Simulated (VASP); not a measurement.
Write the native input for VASP 6.6.1 that does the following.

```
Task                   : single point
Functional             : PBE
Dispersion             : D3(BJ)
Potentials or basis    : VASP PAW PBE potentials, release 64 (K_sv, Y_sv, Si)
Cutoff                 : 520 eV
k mesh                 : 6 × 6 × 2
Occupations            : gaussian, width 0.2 eV
Spin                   : no spin polarisation
Dipole correction      : no
Further INCAR settings : ALGO = Normal; EDIFF = 1e-07; NBANDS = 48
```

The structure of KYSi4 lies in POSCAR:

```
KYSi4
1.0
    4.1121272716      0.0000000000      0.0000000000
    0.0000000000      4.1121272716      0.0000000000
    0.0000000000      0.0000000000     16.0103099720
K Y Si
2 2 8
Direct
    0.0000000000      0.0000000000      0.0000000000
    0.0000000000      0.0000000000      0.5000000000
    0.5000000000      0.5000000000      0.2500000000
    0.5000000000      0.5000000000      0.7500000000
    0.5000000000      0.5000000000      0.0728876621
    0.5000000000      0.5000000000      0.5728876621
    0.5000000000      0.5000000000      0.4271123379
    0.5000000000      0.5000000000      0.9271123379
    0.0000000000      0.0000000000      0.3199961681
    0.0000000000      0.0000000000      0.8199961681
    0.0000000000      0.0000000000      0.1800038319
    0.0000000000      0.0000000000      0.6800038319
```

These files were run (other wordings do the same):

INCAR

```
PREC = Accurate
ENCUT = 520
EDIFF = 1E-7
ISMEAR = 0
SIGMA = 0.2
LREAL = F
LASPH = T
NELM = 100
ALGO = Normal
ISIF = 2
LWAVE = F
LCHARG = F
GGA = PE
IVDW = 12
NBANDS = 48
```

KPOINTS

```
regular mesh
0
Gamma
  6 6 2
```

Potentials or basis: VASP PAW PBE potentials, release 64 (K_sv, Y_sv, Si).

Launch:

```bash
$ cat potpaw_PBE.64/K_sv/POTCAR potpaw_PBE.64/Y_sv/POTCAR potpaw_PBE.64/Si/POTCAR > POTCAR
$ mpirun -np 1 vasp_std > vasp.out
```

Results of the run:

| Item | Value |
| --- | --- |
| Pressure | 0.1 GPa |
| Largest force | 0.065 eV/Å |
| Band gap on the k mesh | zero (band 36 reaches 4.73 eV, above the bottom of band 37 at 3.79 eV) |
| Dispersion energy per atom | -0.320 eV |

Caveat: pairwise dispersion overbinds metals, which lowers pressure and volume.

Wall time 3.4 min on 1 thread of Intel(R) Xeon(R) 6975P-C (Granite Rapids), on a shared host, peak memory 0.49 GiB.
